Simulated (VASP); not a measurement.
# InP: single point with PBEsol

Crystal: InP.

```
In P
1.0
     0.00000    2.93926    2.93926
     2.93926    0.00000    2.93926
     2.93926    2.93926    0.00000
In P
1 1
Direct
  0.00000 0.00000 0.00000
  0.75000 0.75000 0.75000
```

* Program: VASP 6.6.1
* Task: single point
* Functional: PBEsol
* Potentials or basis: VASP PAW PBE potentials, release 64 (In_d, P)
* Cutoff: 520 eV
* k mesh: 10 × 10 × 10
* Occupations: gaussian, width 0.02 eV
* Spin: no spin polarisation
* Dipole correction: no
* Further INCAR settings: ALGO = Normal; EDIFF = 1e-07; NBANDS = 16

```
Pressure               : 0.0 GPa
Band gap on the k mesh : 0.57 eV, direct
```

Levels at points of the mesh, in eV from the valence-band top:
```csv
k point,band 6,band 7,band 8,band 9,band 10,band 11,band 12,band 13
"(0.00, 0.00, 0.00)",-11.49,0.00,0.00,0.00,0.57,4.02,4.02,4.02
"(0.50, 0.00, 0.00)",-9.77,-5.75,-0.97,-0.97,1.38,4.74,4.74,6.93
"(0.50, 0.50, 0.00)",-9.11,-5.78,-2.32,-2.32,1.65,2.17,9.04,9.47
```

Run time: 70 s on 1 thread of Intel Xeon 8259CL (shared host), peak memory 0.19 GiB.

Caveat: the PAW data sets were made with another functional, which shifts forces and pressure a little; spin-orbit coupling is left out, which moves the levels of the heavy elements. A hybrid or GW would open this gap; PBEsol tends to underestimate it.
